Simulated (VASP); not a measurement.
# CoO (I4/mmm) in VASP: notebook

CoO is run at these levels: PBE; tasks: single point.

All numbers are computed with VASP 6.6.1; they aren't measurements. Logs are shortened: lines on timing, memory, paths and dates and some standing lists are left out, and cuts for length are marked.

## 1. The cell of the first run

Symmetry: I4/mmm, No. 139, tetragonal system. The conventional cell has a = 3.016 Å, b = 3.016 Å, c = 4.215 Å, α = 90.00°, β = 90.00°, γ = 90.00°. Within 2.8 Å of Co (site symmetry 4/mmm) lie 6 O at 2.11 to 2.13 Å. Within 2.8 Å of O (site symmetry 4/mmm) lie 6 Co at 2.11 to 2.13 Å.

## 2. Single point, PBE

Contents of INCAR:

```
PREC     = Accurate       # precision mode
ENCUT    = 520            # plane-wave cutoff, eV
EDIFF    = 1E-7           # SCF threshold, eV
ISMEAR   = -1             # smearing method
SIGMA    = 0.05           # smearing width, eV
LREAL    = F              # projectors in reciprocal space
LASPH    = T              # aspherical terms in the spheres
NELM     = 80             # most SCF steps
ALGO     = Normal         # electronic algorithm
ISIF     = 2              # what is computed and relaxed
LWAVE    = F              # write WAVECAR
LCHARG   = F              # write CHGCAR
GGA      = PE             # functional
NBANDS   = 14             # bands
```

Contents of KPOINTS:

```
Automatic mesh
0
Gamma
  12 12 12
```

Contents of POSCAR:

```
CoO
1.0
   -1.5080004400      1.5080004400      2.1072503600
    1.5080004400     -1.5080004400      2.1072503600
    1.5080004400      1.5080004400     -2.1072503600
Co O
1 1
Direct
    0.0000000000      0.0000000000      0.0000000000
    0.5000000000      0.5000000000      0.0000000000
```

Potentials or basis: VASP PAW PBE potentials, release 64 (Co, O).

The run is started by

```bash
$ cat potpaw_PBE.64/Co/POTCAR potpaw_PBE.64/O/POTCAR > POTCAR
$ mpirun -np 1 vasp_std > vasp.out
```

OUTCAR:

```text
PREC = Accurate
   ENCUT = 520
   EDIFF = 1E-7
   ISMEAR = -1
   LREAL = F
   LASPH = T
   NELM = 80
   ISIF = 2
   GGA = PE

 ion  position               nearest neighbor table
   1  0.000  0.000  0.000-   2 2.11   2 2.11   2 2.13   2 2.13   2 2.13   2 2.13
   2  0.500  0.500  0.000-   1 2.11   1 2.11   1 2.13   1 2.13   1 2.13   1 2.13

  LATTYP: Found a body centered tetragonal cell.
 ALAT       =     3.0160008800
 C/A-ratio  =     1.3973804676

  Lattice vectors:

 A1 = (  -1.5080004400,   1.5080004400,   2.1072503600)
 A2 = (   1.5080004400,  -1.5080004400,   2.1072503600)
 A3 = (   1.5080004400,   1.5080004400,  -2.1072503600)

Analysis of symmetry for initial positions (statically):
=====================================================================
 Subroutine PRICEL returns:
 Original cell was already a primitive cell.

 Routine SETGRP: Setting up the symmetry group for a
 body centered tetragonal supercell.

 Subroutine GETGRP returns: Found 16 space group operations
 (whereof 16 operations were pure point group operations)
 out of a pool of 16 trial point group operations.

The static configuration has the point symmetry D_4h.

Analysis of symmetry for dynamics (positions and initial velocities):
=====================================================================
 Subroutine PRICEL returns:
 Original cell was already a primitive cell.

 Routine SETGRP: Setting up the symmetry group for a
 body centered tetragonal supercell.

 Subroutine GETGRP returns: Found 16 space group operations
 (whereof 16 operations were pure point group operations)
 out of a pool of 16 trial point group operations.

The dynamic configuration has the point symmetry D_4h.

 Subroutine INISYM returns: Found 16 space group operations
 (whereof 16 operations are pure point group operations),
 and found     1 'primitive' translations

----------------------------------------------------------------------------------------

                                     Primitive cell

  volume of cell :      19.1681

  direct lattice vectors                    reciprocal lattice vectors
    -1.508000440  1.508000440  2.107250360     0.000000000  0.331564890  0.237276030
     1.508000440 -1.508000440  2.107250360     0.331564890  0.000000000  0.237276030
     1.508000440  1.508000440 -2.107250360     0.331564890  0.331564890  0.000000000

  length of vectors
     2.998105191  2.998105191  2.998105191     0.407719500  0.407719500  0.468903564

  position of ions in fractional coordinates (direct lattice)
     0.000000000  0.000000000  0.000000000
     0.500000000  0.500000000  0.000000000

  ion indices of the primitive-cell ions
   primitive index   ion index
                 1           1
                 2           2

----------------------------------------------------------------------------------------

 KPOINTS: Automatic mesh

Automatic generation of k-mesh.
 Grid dimensions read from file:
 generate k-points for:   12   12   12

 Generating k-lattice:

  Cartesian coordinates                     Fractional coordinates (reciprocal lattice)
     0.000000000  0.027630407  0.019773003     0.083333333  0.000000000  0.000000000
     0.027630407  0.000000000  0.019773003     0.000000000  0.083333333  0.000000000
     0.027630407  0.027630407  0.000000000     0.000000000  0.000000000  0.083333333

  Length of vectors
     0.033976625  0.033976625  0.039075297

  Shift w.r.t. Gamma in fractional coordinates (k-lattice)
     0.000000000  0.000000000  0.000000000

 Subroutine IBZKPT returns following result:
 ===========================================

 Found    163 irreducible k-points:

 Following reciprocal coordinates:
            Coordinates               Weight
  0.000000  0.000000  0.000000      1.000000
  0.083333 -0.000000  0.000000      8.000000
  0.166667 -0.000000  0.000000      8.000000
  0.250000  0.000000  0.000000      8.000000
  0.333333 -0.000000  0.000000      8.000000
  0.416667 -0.000000  0.000000      8.000000
[... 16 lines left out ...]
  0.500000  0.166667  0.000000     16.000000
 -0.416667  0.166667  0.000000     16.000000
 [... further k-points ...]
   k-points           NKPTS =    163   k-points in BZ     NKDIM =    163   number of bands    NBANDS=     14
   number of dos      NEDOS =    301   number of ions     NIONS =      2
   total plane-waves  NPLWV =  13824
   dimension x,y,z NGX =    24 NGY =   24 NGZ =   24
   dimension x,y,z NGXF=    48 NGYF=   48 NGZF=   48
   ions per type =               1   1
   NGX,Y,Z   is equivalent  to a cutoff of  13.31, 13.31, 13.31 a.u.
   NGXF,Y,Z  is equivalent  to a cutoff of  26.62, 26.62, 26.62 a.u.
 SYSTEM =  unknown system
   PREC   = accura    normal or accurate (medium, high low for compatibility)
   ISTART =      0    job   : 0-new  1-cont  2-samecut
   ICHARG =      2    charge: 1-file 2-atom 10-const
   ISPIN  =      1    spin polarized calculation?
   LNONCOLLINEAR =      F non collinear calculations
   LSORBIT =      F    spin-orbit coupling
   LASPH  =      T    aspherical Exc in radial PAW
   ENCUT  =  520.0 eV  38.22 Ry    6.18 a.u.   5.57  5.57  5.57*2*pi/ulx,y,z
   NELM   =     80;   NELMIN=  2; NELMDL= -5     # of ELM steps
   EDIFF  = 0.1E-06   stopping-criterion for ELM
   LREAL  =      F    real-space projection
   EDIFFG = 0.1E-05   stopping-criterion for IOM
   NSW    =      0    number of steps for IOM
   IBRION =     -1    ionic relax: 0-MD 1-quasi-New 2-CG
   NFREE  =      0    steps in history (QN), initial steepest desc. (CG)
   ISIF   =      2    stress and relaxation
   ISYM   =      2    0-nonsym 1-usesym 2-fastsym
   POTIM  = 0.5000    time-step for ionic-motion
   TEBEG  =    0.0;   TEEND  =   0.0 temperature during run
   PSTRESS=    0.0 pullay stress
   NELECT =      15.0000    total number of electrons
   NUPDOWN=      -1.0000    fix difference up-down
   EMIN   =  10.00;   EMAX   =-10.00  energy-range for DOS
   EFERMI =   0.00;   METHOD = LEGACY
   ISMEAR =    -1;   SIGMA  =   0.05  broadening in eV -4-tet -1-fermi 0-gaus
   EFERMI_NEDOS =   21; number of points for ismear=-14 and -15
   IALGO  =     38    algorithm
   IMIX   =      4    mixing-type and parameters
     AMIX     =   0.40;   BMIX     =  1.00
     AMIX_MAG =   1.60;   BMIX_MAG =  1.00
  volume/ion in A,a.u.               =       9.58        64.68
  Fermi-wavevector in a.u.,A,eV,Ry     =   1.508617  2.850872 30.965828  2.275924
  Thomas-Fermi vector in A             =   2.619047
   LORBIT       =      0    0 simple, 1 ext, 2 COOP (PROOUT), +10 PAW based schemes
   GGA     = PE    functional components
   LHFCALC =     F    Hartree Fock is set to
   AEXX    =    0.0000 exact exchange contribution
   IVDW    =     0    specifies the selected vdW correction
   LEPSILON=     F    determine dielectric tensor
   LRPA    =     F    only Hartree local field effects (RPA)
 non-spin polarized calculation
  energy-cutoff  :      520.00
  volume of cell :       19.17
 maximum number of plane-waves:       533
 NGX is ok and might be reduce to    24
   NGX = 11   NGY = 11   NGZ = 11

 number of electron      15.0000006 magnetization

 Free energy of the ion-electron system (eV)
  ---------------------------------------------------
  ext. energy  EPLUGINS =         0.00000000
  ---------------------------------------------------
  free energy    TOTEN  =       -12.60759649 eV

  energy without entropy =      -12.57872006  energy(sigma->0) =      -12.59315828

 E-fermi :   7.8233     XC(G=0): -12.4658

 val. band max:        7.8203936991   @ k =   0.4167   0.4167   0.0833
 cond. band min:       7.8263299941   @ k =  -0.1667   0.2500   0.1667
 fundamental gap:      0.0059362950
 Fermi energy:         7.8233328138

 k-point     1 :       0.0000    0.0000    0.0000
  band No.  band energies     occupation
      1     -12.5512      2.00000
      2       4.4658      2.00000
      3       4.5054      2.00000
      4       4.5054      2.00000
      5       6.4188      2.00000
      6       6.4188      2.00000
      7       6.4861      2.00000
      8       6.8152      2.00000
      9       6.8155      2.00000
     10       9.2067      0.00000
     11      24.9241      0.00000
     12      26.5582      0.00000
     13      26.5582      0.00000
     14      26.5719      0.00000

 k-point     2 :       0.0833   -0.0000    0.0000
  band No.  band energies     occupation
      1     -12.4815      2.00000
      2       3.9644      2.00000
      3       4.2267      2.00000
      4       4.2521      2.00000
      5       6.4943      2.00000
      6       6.5146      2.00000
      7       6.5744      2.00000
      8       7.0805      2.00000
      9       7.0896      2.00000
     10       9.6618      0.00000
     11      23.6611      0.00000
     12      26.2975      0.00000
     13      26.3575      0.00000
     14      27.1310      0.00000

 k-point     3 :       0.1667   -0.0000    0.0000
  band No.  band energies     occupation
      1     -12.2848      2.00000
      2       2.8811      2.00000
      3       3.7116      2.00000
      4       3.7390      2.00000
      5       6.6599      2.00000
      6       6.6818      2.00000
      7       6.7564      2.00000
      8       7.6722      1.90724
      9       7.6965      1.85328
     10      10.6859      0.00000
     11      21.7129      0.00000
     12      25.3311      0.00000
     13      25.5113      0.00000
     14      27.5904      0.00000

 k-point     4 :       0.2500    0.0000    0.0000
  band No.  band energies     occupation
      1     -12.0000      2.00000
      2       1.7333      2.00000
      3       3.1964      2.00000
      4       3.2255      2.00000
      5       6.8792      2.00000
      6       6.8933      2.00000
      7       6.9873      2.00000
      8       8.3150      0.00011
      9       8.3565      0.00005
     10      11.8002      0.00000
     11      19.9017      0.00000
     12      23.9928      0.00000
     13      24.2388      0.00000
     14      27.9559      0.00000

 k-point     5 :       0.3333   -0.0000    0.0000
  band No.  band energies     occupation
      1     -11.6931      2.00000
      2       0.7512      2.00000
      3       2.7858      2.00000
      4       2.8163      2.00000
      5       7.1045      2.00000
      6       7.1083      2.00000
      7       7.2631      1.99997
      8       8.8683      0.00000
      9       8.9271      0.00000
     10      12.6813      0.00000
     11      18.5190      0.00000
[... 276 lines left out ...]
 k-point    22 :       0.4167    0.1667    0.0000
  band No.  band energies     occupation
      1     -11.3241      2.00000
      2       0.2785      2.00000
      3       2.2286      2.00000
      4       2.5027      2.00000
      5       7.1903      1.99999
      6       7.3180      1.99992
      7       7.5459      1.99224
      8       8.5871      0.00000
      9       9.2610      0.00000
     10      14.6575      0.00000
     11      17.3105      0.00000
     12      19.9430      0.00000
     13      22.4941      0.00000
     14      29.8020      0.00000

 k-point    23 :       0.5000    0.1667    0.0000
  band No.  band energies     occupation
      1     -11.3567      2.00000
      2       0.3546      2.00000
      3       2.2456      2.00000
      4       2.6256      2.00000
      5       6.9508      2.00000
      6       7.3990      1.99959
      7       7.5909      1.98103
      8       8.7799      0.00000
      9       8.9018      0.00000
     10      14.5465      0.00000
     11      17.4096      0.00000
     12      20.1343      0.00000
     13      22.5704      0.00000
     14      28.5819      0.00000

 k-point    24 :      -0.4167    0.1667    0.0000
  band No.  band energies     occupation
      1     -11.5247      2.00000
      2       0.7069      2.00000
      3       2.4918      2.00000
      4       2.8895      2.00000
      5       6.6386      2.00000
      6       7.3679      1.99978
      7       7.5454      1.99232
      8       8.3942      0.00002
      9       8.7498      0.00000
     10      14.0132      0.00000
     11      18.1804      0.00000
     12      20.5884      0.00000
     13      22.9984      0.00000
     14      27.4298      0.00000

 [... further k-points ...]

------------------------ aborting loop because EDIFF is reached ----------------------------------------

  FORCE on cell =-STRESS in cart. coord.  units (eV):
  Direction    XX          YY          ZZ          XY          YZ          ZX
  --------------------------------------------------------------------------------------
  -------------------------------------------------------------------------------------
  Total       -2.2232782     -2.2232782     -2.1345949      0.0000000      0.0000000      0.0000000
  in kB     -185.8340692   -185.8340692   -178.4214152      0.0000000      0.0000000      0.0000000
  external PRESSURE =    -183.3631845 kB  Pullay stress =       0.0000000 kB

 VOLUME and BASIS-vectors are now :
 -----------------------------------------------------------------------------
  energy-cutoff  :      520.00
  volume of cell :       19.17
      direct lattice vectors                 reciprocal lattice vectors
    -1.508000440  1.508000440  2.107250360     0.000000000  0.331564890  0.237276030
     1.508000440 -1.508000440  2.107250360     0.331564890  0.000000000  0.237276030
     1.508000440  1.508000440 -2.107250360     0.331564890  0.331564890  0.000000000

 POSITION                                       TOTAL-FORCE (eV/Angst)
 -----------------------------------------------------------------------------------
      0.00000      0.00000      0.00000        -0.000000     -0.000000     -0.000000
      0.00000      0.00000      2.10725         0.000000      0.000000      0.000000
 -----------------------------------------------------------------------------------
    total drift:                               -0.000000      0.000000     -0.000000

  FREE ENERGIE OF THE ION-ELECTRON SYSTEM (eV)
  ---------------------------------------------------
  free  energy   TOTEN  =       -12.6075964948 eV

  energy  without entropy=      -12.5787200600  energy(sigma->0) =      -12.59315828
```

Wall time 28 s (1 thread of Intel Xeon Platinum 8259CL at 2.50GHz (Skylake/Cascade Lake), shared host); peak memory 0.17 GiB.

Results:

* Free energy: -12.6076 eV
* Pressure: -18.3 GPa
* Band gap on the k mesh: zero (an odd number of electrons rules out a gap without spin polarisation)

Stress tensor (GPa, compression positive):
```
-18.58   0.00   0.00
  0.00 -18.58   0.00
  0.00   0.00 -17.84
```

Caveat: the cell stands under tension; an odd number of electrons without spin polarisation forces a metal; a magnetic or distorted state may lie lower; the run has no spin polarisation, though such a crystal can be magnetic; semilocal functionals often make such compounds metallic where correlation or magnetic order opens a gap, which also shifts bond lengths.

[end of part 1 of 2]
